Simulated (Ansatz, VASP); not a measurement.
SiNi3: VASP beside Ansatz

File INCAR:

```
  PREC = Accurate
  ENCUT = 520
  EDIFF = 1E-7
  ISMEAR = -1
  SIGMA = 0.05
  LREAL = F
  LASPH = T
  NELM = 150
  ALGO = Normal
  ISIF = 2
  LWAVE = F
  LCHARG = F
  ISPIN = 2
  MAGMOM = 1.26667 1.26667 1.26667 0
  LORBIT = 11
  NUPDOWN = 3.8
  LMAXMIX = 4
  GGA = PS
  NBANDS = 29
```

File KPOINTS:

```
regular mesh
0
Gamma
  6 6 6
```

File POSCAR:

```
SiNi3
1.0
    3.5420000000      0.0000000000      0.0000000000
    0.0000000000      3.5420000000      0.0000000000
    0.0000000000      0.0000000000      3.5420000000
Ni Si
3 1
Direct
    0.5000000000      0.5000000000      0.0000000000
    0.5000000000      0.0000000000      0.5000000000
    0.0000000000      0.5000000000      0.5000000000
    0.0000000000      0.0000000000      0.0000000000
```

Contents of input.yaml:

```yaml
crystal:
  lattice:
    - [3.542, 0.0, 0.0]
    - [0.0, 3.542, 0.0]
    - [0.0, 0.0, 3.542]
  atoms:
    - { symbol: Ni, position: [0.5, 0.5, 0.0], spin: 1.2666666667 }
    - { symbol: Ni, position: [0.5, 0.0, 0.5], spin: 1.2666666667 }
    - { symbol: Ni, position: [0.0, 0.5, 0.5], spin: 1.2666666667 }
    - { symbol: Si, position: [0.0, 0.0, 0.0] }
hamiltonian:
  xc: pbesol
  pseudopotentials: { kind: paw }
magnetization:
  spin_polarized: true
  initial_magnetization: 3.8
  spin_locking: { lock_magnetization: hard }
kpoints:
  mp_grid: { grid: [6, 6, 6] }
scf:
  occupations: { method: fermi_dirac, width: 0.05 }
  lower_state_search: "off"
output:
  forces: true
  stress: true
  eigenvalues: true
```

Alike in both runs: task single point; functional PBEsol; k mesh 6 × 6 × 6; occupations fermi-dirac, width 0.05 eV; collinear spin; fixed moment 3.8 μB.

|  | VASP | Ansatz |
| --- | --- | --- |
| version | VASP 6.6.1 | Ansatz 0.2.0 |
| potentials or method | VASP PAW PBE potentials, release 64 (Ni, Si) | Ansatz PAW |
| plane-wave cutoff (eV) | 520 | 420 |
| valence electrons in the cell | 34 | 58 |

VASP gave:

| Quantity | Value |
| --- | --- |
| pressure (GPa) | -1.0 |
| net moment per atom (μB) | 0.95 |
| size of the moment on the site where the two differ most (μB) | 0.22 |

Q: Estimate Ansatz's values.

A: Pressure (GPa): -1.2; net moment per atom (μB): 0.95; size of the moment on the site where the two differ most (μB): 0.27.

VASP's potentials were made for PBE, not for PBEsol. Site moments also hang on the region over which each program counts them. VASP's potentials hold 34 valence electrons a cell and Ansatz's 58, so a difference there can come from the potentials and not from the codes.
